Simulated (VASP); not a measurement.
# NaPr (Fm-3m) in VASP: further runs

Runs on NaPr. Level: PBE. Tasks: single point, relaxation of cell and atoms.

Everything below comes from runs of VASP 6.6.1. Logs are shortened: lines on timing, memory, paths and dates and some standing lists are left out, and cuts for length are marked.

## (1) The cell of the first run

The structure is cubic, space group Fm-3m (No. 225). The conventional cell has a = 6.076 Å, b = 6.076 Å, c = 6.076 Å, α = 90.00°, β = 90.00°, γ = 90.00°. Na (site symmetry m-3m) has 6 Pr at 3.04 Å within 4.0 Å. Within 4.0 Å of Pr (site symmetry m-3m) lie 6 Na at 3.04 Å.

The cell was generated, and may not be a known phase.

## (2) Single point, PBE

The input, INCAR:

```
SYSTEM = NaPr
ALGO     = Normal         ! electronic algorithm
EDIFF    = 1E-6           ! SCF threshold, eV
ENCUT    = 500            ! plane-wave cutoff, eV
GGA      = PE             ! functional
GGA_COMPAT= .FALSE.      
ISIF     = 2              ! what is computed and relaxed
ISMEAR   = 0              ! smearing method
LASPH    = .TRUE.         ! aspherical terms in the spheres
LCHARG   = .FALSE.        ! write CHGCAR
LMAXMIX  = 6              ! l up to which the mixer works
LREAL    = .FALSE.        ! projectors in reciprocal space
LWAVE    = .FALSE.        ! write WAVECAR
NBANDS   = 16             ! bands
NELM     = 200            ! most SCF steps
PREC     = Accurate       ! precision mode
SIGMA    = 0.1            ! smearing width, eV
```

The input, KPOINTS:

```
k-points
0
G
  6 6 6
  0 0 0
```

The input, POSCAR:

```
NaPr
1.0
    0.0000000000      3.0377637100      3.0377637100
    3.0377637100      0.0000000000      3.0377637100
    3.0377637100      3.0377637100      0.0000000000
Na Pr
1 1
Direct
    0.5000000000      0.5000000000      0.5000000000
    0.0000000000      0.0000000000      0.0000000000
```

Potentials or basis: VASP PAW PBE potentials, release 64 (Na_pv, Pr_3), 4f in core.

Launch:

```console
cat potpaw_PBE.64/Na_pv/POTCAR potpaw_PBE.64/Pr_3/POTCAR > POTCAR
mpirun -np 1 vasp_std > vasp.out
```

OUTCAR:

```text
SYSTEM = NaPr
   EDIFF = 1E-6
   ENCUT = 500
   GGA = PE
   ISIF = 2
   ISMEAR = 0
   LASPH = .TRUE.
   LREAL = .FALSE.
   NELM = 200
   PREC = Accurate

 ion  position               nearest neighbor table
   1  0.500  0.500  0.500-   2 3.04   2 3.04   2 3.04   2 3.04   2 3.04   2 3.04
   2  0.000  0.000  0.000-   1 3.04   1 3.04   1 3.04   1 3.04   1 3.04   1 3.04

  LATTYP: Found a face centered cubic cell.
 ALAT       =     6.0755274200

  Lattice vectors:

 A1 = (   0.0000000000,   3.0377637100,   3.0377637100)
 A2 = (   3.0377637100,   0.0000000000,   3.0377637100)
 A3 = (   3.0377637100,   3.0377637100,   0.0000000000)

Analysis of symmetry for initial positions (statically):
=====================================================================
 Subroutine PRICEL returns:
 Original cell was already a primitive cell.

 Routine SETGRP: Setting up the symmetry group for a
 face centered cubic supercell.

 Subroutine GETGRP returns: Found 48 space group operations
 (whereof 48 operations were pure point group operations)
 out of a pool of 48 trial point group operations.

The static configuration has the point symmetry O_h .

Analysis of symmetry for dynamics (positions and initial velocities):
=====================================================================
 Subroutine PRICEL returns:
 Original cell was already a primitive cell.

 Routine SETGRP: Setting up the symmetry group for a
 face centered cubic supercell.

 Subroutine GETGRP returns: Found 48 space group operations
 (whereof 48 operations were pure point group operations)
 out of a pool of 48 trial point group operations.

The dynamic configuration has the point symmetry O_h .

 Subroutine INISYM returns: Found 48 space group operations
 (whereof 48 operations are pure point group operations),
 and found     1 'primitive' translations

----------------------------------------------------------------------------------------

                                     Primitive cell

  volume of cell :      56.0650

  direct lattice vectors                    reciprocal lattice vectors
     0.000000000  3.037763710  3.037763710    -0.164594764  0.164594764  0.164594764
     3.037763710  0.000000000  3.037763710     0.164594764 -0.164594764  0.164594764
     3.037763710  3.037763710  0.000000000     0.164594764  0.164594764 -0.164594764

  length of vectors
     4.296046638  4.296046638  4.296046638     0.285086493  0.285086493  0.285086493

  position of ions in fractional coordinates (direct lattice)
     0.500000000  0.500000000  0.500000000
     0.000000000  0.000000000  0.000000000

  ion indices of the primitive-cell ions
   primitive index   ion index
                 1           1
                 2           2

----------------------------------------------------------------------------------------

 KPOINTS: k-points

Automatic generation of k-mesh.
 Grid dimensions read from file:
 generate k-points for:    6    6    6

 Generating k-lattice:

  Cartesian coordinates                     Fractional coordinates (reciprocal lattice)
    -0.027432461  0.027432461  0.027432461     0.166666667  0.000000000  0.000000000
     0.027432461 -0.027432461  0.027432461     0.000000000  0.166666667  0.000000000
     0.027432461  0.027432461 -0.027432461     0.000000000  0.000000000  0.166666667

  Length of vectors
     0.047514416  0.047514416  0.047514416

  Shift w.r.t. Gamma in fractional coordinates (k-lattice)
     0.000000000  0.000000000  0.000000000

 Subroutine IBZKPT returns following result:
 ===========================================

 Found     16 irreducible k-points:

 Following reciprocal coordinates:
            Coordinates               Weight
  0.000000  0.000000  0.000000      1.000000
  0.166667  0.000000  0.000000      8.000000
  0.333333  0.000000  0.000000      8.000000
  0.500000  0.000000  0.000000      4.000000
  0.166667  0.166667  0.000000      6.000000
  0.333333  0.166667  0.000000     24.000000
[... 8 lines left out ...]
 -0.333333  0.333333  0.166667     24.000000
 -0.333333  0.500000  0.166667     12.000000
   k-points           NKPTS =     16   k-points in BZ     NKDIM =     16   number of bands    NBANDS=     16
   number of dos      NEDOS =    301   number of ions     NIONS =      2
   total plane-waves  NPLWV =  32768
   dimension x,y,z NGX =    32 NGY =   32 NGZ =   32
   dimension x,y,z NGXF=    64 NGYF=   64 NGZF=   64
   ions per type =               1   1
   NGX,Y,Z   is equivalent  to a cutoff of  12.38, 12.38, 12.38 a.u.
   NGXF,Y,Z  is equivalent  to a cutoff of  24.77, 24.77, 24.77 a.u.
 SYSTEM =  NaPr
   PREC   = accura    normal or accurate (medium, high low for compatibility)
   ISTART =      0    job   : 0-new  1-cont  2-samecut
   ICHARG =      2    charge: 1-file 2-atom 10-const
   ISPIN  =      1    spin polarized calculation?
   LNONCOLLINEAR =      F non collinear calculations
   LSORBIT =      F    spin-orbit coupling
   LASPH  =      T    aspherical Exc in radial PAW
   ENCUT  =  500.0 eV  36.75 Ry    6.06 a.u.   7.83  7.83  7.83*2*pi/ulx,y,z
   NELM   =    200;   NELMIN=  2; NELMDL= -5     # of ELM steps
   EDIFF  = 0.1E-05   stopping-criterion for ELM
   LREAL  =      F    real-space projection
   EDIFFG = 0.1E-04   stopping-criterion for IOM
   NSW    =      0    number of steps for IOM
   IBRION =     -1    ionic relax: 0-MD 1-quasi-New 2-CG
   NFREE  =      0    steps in history (QN), initial steepest desc. (CG)
   ISIF   =      2    stress and relaxation
   ISYM   =      2    0-nonsym 1-usesym 2-fastsym
   POTIM  = 0.5000    time-step for ionic-motion
   TEBEG  =    0.0;   TEEND  =   0.0 temperature during run
   PSTRESS=    0.0 pullay stress
   NELECT =      18.0000    total number of electrons
   NUPDOWN=      -1.0000    fix difference up-down
   EMIN   =  10.00;   EMAX   =-10.00  energy-range for DOS
   EFERMI =   0.00;   METHOD = LEGACY
   ISMEAR =     0;   SIGMA  =   0.10  broadening in eV -4-tet -1-fermi 0-gaus
   EFERMI_NEDOS =   21; number of points for ismear=-14 and -15
   IALGO  =     38    algorithm
   IMIX   =      4    mixing-type and parameters
     AMIX     =   0.40;   BMIX     =  1.00
     AMIX_MAG =   1.60;   BMIX_MAG =  1.00
  volume/ion in A,a.u.               =      28.03       189.17
  Fermi-wavevector in a.u.,A,eV,Ry     =   1.120990  2.118364 17.097329  1.256618
  Thomas-Fermi vector in A             =   2.257640
   LORBIT       =      0    0 simple, 1 ext, 2 COOP (PROOUT), +10 PAW based schemes
   GGA     = PE    functional components
   LHFCALC =     F    Hartree Fock is set to
   AEXX    =    0.0000 exact exchange contribution
   IVDW    =     0    specifies the selected vdW correction
   LEPSILON=     F    determine dielectric tensor
   LRPA    =     F    only Hartree local field effects (RPA)
 non-spin polarized calculation
 Gauss-broadening in eV      SIGMA  =   0.10
  energy-cutoff  :      500.00
  volume of cell :       56.07
 maximum number of plane-waves:      1435
   NGX = 15   NGY = 15   NGZ = 15

 number of electron      17.9999993 magnetization

 Free energy of the ion-electron system (eV)
  ---------------------------------------------------
  ext. energy  EPLUGINS =         0.00000000
  ---------------------------------------------------
  free energy    TOTEN  =        -4.30133972 eV

  energy without entropy =       -4.28065076  energy(sigma->0) =       -4.29099524

 E-fermi :   3.1463     XC(G=0):  -9.1778

 val. band max:        3.1301697262   @ k =  -0.1667   0.1667   0.0000
 cond. band min:       3.1610045719   @ k =   0.5000   0.3333   0.1667
 fundamental gap:      0.0308348457
 Fermi energy:         3.1463349992

 k-point     1 :       0.0000    0.0000    0.0000
  band No.  band energies     occupation
      1     -33.5664      2.00000
      2     -21.4361      2.00000
      3     -21.4361      2.00000
      4     -21.4360      2.00000
      5     -15.4057      2.00000
      6     -15.4057      2.00000
[... 8 lines left out ...]
     15      11.2382      0.00000
     16      11.2382      0.00000

 k-point     2 :       0.1667    0.0000    0.0000
  band No.  band energies     occupation
      1     -33.5616      2.00000
      2     -21.4358      2.00000
      3     -21.4355      2.00000
      4     -21.4355      2.00000
      5     -15.4836      2.00000
      6     -15.4199      2.00000
[... 8 lines left out ...]
     15      10.8433      0.00000
     16      12.0425      0.00000

 k-point     3 :       0.3333    0.0000    0.0000
  band No.  band energies     occupation
      1     -33.5521      2.00000
      2     -21.4352      2.00000
      3     -21.4343      2.00000
      4     -21.4343      2.00000
      5     -15.6344      2.00000
      6     -15.4479      2.00000
[... 8 lines left out ...]
     15      10.3957      0.00000
     16      12.2180      0.00000

 k-point     4 :       0.5000    0.0000    0.0000
  band No.  band energies     occupation
      1     -33.5474      2.00000
      2     -21.4349      2.00000
      3     -21.4337      2.00000
      4     -21.4337      2.00000
      5     -15.7074      2.00000
      6     -15.4619      2.00000
[... 8 lines left out ...]
     15       9.7155      0.00000
     16      10.7484      0.00000
[... 172 lines left out ...]
 k-point    14 :       0.5000    0.3333    0.1667
  band No.  band energies     occupation
      1     -33.5450      2.00000
      2     -21.4454      2.00000
      3     -21.4415      2.00000
      4     -21.4353      2.00000
      5     -15.6250      2.00000
      6     -15.5134      2.00000
[... 8 lines left out ...]
     15       9.9244      0.00000
     16      11.6007      0.00000

 k-point    15 :      -0.3333    0.3333    0.1667
  band No.  band energies     occupation
      1     -33.5416      2.00000
      2     -21.4469      2.00000
      3     -21.4467      2.00000
      4     -21.4336      2.00000
      5     -15.6261      2.00000
      6     -15.5494      2.00000
[... 8 lines left out ...]
     15       9.5934      0.00000
     16      10.6614      0.00000

 k-point    16 :      -0.3333    0.5000    0.1667
  band No.  band energies     occupation
      1     -33.5396      2.00000
      2     -21.4543      2.00000
      3     -21.4479      2.00000
      4     -21.4363      2.00000
      5     -15.6149      2.00000
      6     -15.5401      2.00000
[... 8 lines left out ...]
     15       8.0687      0.00000
     16      10.0655      0.00000

------------------------ aborting loop because EDIFF is reached ----------------------------------------

  FORCE on cell =-STRESS in cart. coord.  units (eV):
  Direction    XX          YY          ZZ          XY          YZ          ZX
  --------------------------------------------------------------------------------------
  -------------------------------------------------------------------------------------
  Total        3.0666617      3.0666617      3.0666617      0.0000000      0.0000000      0.0000000
  in kB       87.6363902     87.6363902     87.6363902      0.0000000      0.0000000      0.0000000
  external PRESSURE =      87.6363902 kB  Pullay stress =       0.0000000 kB

 VOLUME and BASIS-vectors are now :
 -----------------------------------------------------------------------------
  energy-cutoff  :      500.00
  volume of cell :       56.07
      direct lattice vectors                 reciprocal lattice vectors
     0.000000000  3.037763710  3.037763710    -0.164594764  0.164594764  0.164594764
     3.037763710  0.000000000  3.037763710     0.164594764 -0.164594764  0.164594764
     3.037763710  3.037763710  0.000000000     0.164594764  0.164594764 -0.164594764

 POSITION                                       TOTAL-FORCE (eV/Angst)
 -----------------------------------------------------------------------------------
      3.03776      3.03776      3.03776         0.000000      0.000000      0.000000
      0.00000      0.00000      0.00000         0.000000      0.000000      0.000000
 -----------------------------------------------------------------------------------
    total drift:                                0.000000     -0.000000      0.000000

  FREE ENERGIE OF THE ION-ELECTRON SYSTEM (eV)
  ---------------------------------------------------
  free  energy   TOTEN  =        -4.3013397160 eV

  energy  without entropy=       -4.2806507555  energy(sigma->0) =       -4.29099524
```

It took 12 s on 1 thread of Intel Xeon Platinum 8488C (Sapphire Rapids), shared host; peak memory 0.17 GiB.

What came out:

- Free energy: -4.3013 eV
- Pressure: 8.8 GPa
- Band gap on the k mesh: zero (bands 9 and 10 overlap by 0.77 eV)

Caveat: the cell stands under pressure; spin-orbit coupling is left out, which moves the levels of the heavy elements; the 4f electrons are frozen in the core, so they carry no moment and show no levels.

## (3) Single point, PBE

This run uses another cell than the first one, of 36.36 Å³/atom.

The input, INCAR:

```
SYSTEM = NaPr
PREC = Accurate ; ENCUT = 500
EDIFF = 1E-6 ; ISMEAR = 0
SIGMA = 0.1 ; LREAL = .False.
LASPH = .True. ; NELM = 200
ALGO = Normal ; ISIF = 2
LWAVE = .False. ; LCHARG = .True.
GGA = PE ; LELF = .True.
LVHAR = .True. ; NBANDS = 16
GGA_COMPAT = .False. ; LMAXMIX = 6
```

The input, KPOINTS:

```
regular mesh
0
Gamma
  6 6 6
  0 0 0
```

The input, POSCAR:

```
NaPr
1.0
    0.0000000000      3.3129552051      3.3129552051
    3.3129552051      0.0000000000      3.3129552051
    3.3129552051      3.3129552051      0.0000000000
Na Pr
1 1
Direct
    0.5000000000      0.5000000000      0.5000000000
    0.0000000000      0.0000000000      0.0000000000
```

Potentials or basis: VASP PAW PBE potentials, release 64 (Na_pv, Pr_3), 4f in core.

Launch:

```console
cat potpaw_PBE.64/Na_pv/POTCAR potpaw_PBE.64/Pr_3/POTCAR > POTCAR
mpirun -np 1 vasp_std > vasp.out
```

It took 22 s on 1 thread of Intel Xeon Platinum 8488C (Sapphire Rapids), shared host; peak memory 0.2 GiB.

Results (log left out):

| Property | Result |
| --- | --- |
| Free energy | -4.6956 eV |
| Pressure | 0.3 GPa |
| Band gap on the k mesh | zero (bands 9 and 10 overlap by 0.71 eV) |

Levels at points of the mesh, in eV from the Fermi level:
```csv
k point,band 5,band 6,band 7,band 8,band 9,band 10,band 11,band 12,band 13,band 14
"(0.00, 0.00, 0.00)",-19.14,-19.14,-19.14,-3.55,0.70,0.70,0.70,1.43,1.43,6.00
"(0.50, 0.00, 0.00)",-19.25,-19.16,-19.16,-1.59,-0.22,0.52,0.52,2.47,2.47,3.33
"(0.50, 0.50, 0.00)",-19.23,-19.17,-19.17,-1.33,-0.61,0.53,2.17,2.80,2.80,3.38
```

Caveat: spin-orbit coupling is left out, which moves the levels of the heavy elements; the 4f electrons are frozen in the core, so they carry no moment and show no levels. Spin polarisation is off, so any magnetic state and its effect on volume and gap are missing.

(Continued in part 2 of 2.)

The gap in the log of VASP goes by the Fermi energy; the results here count the filled bands.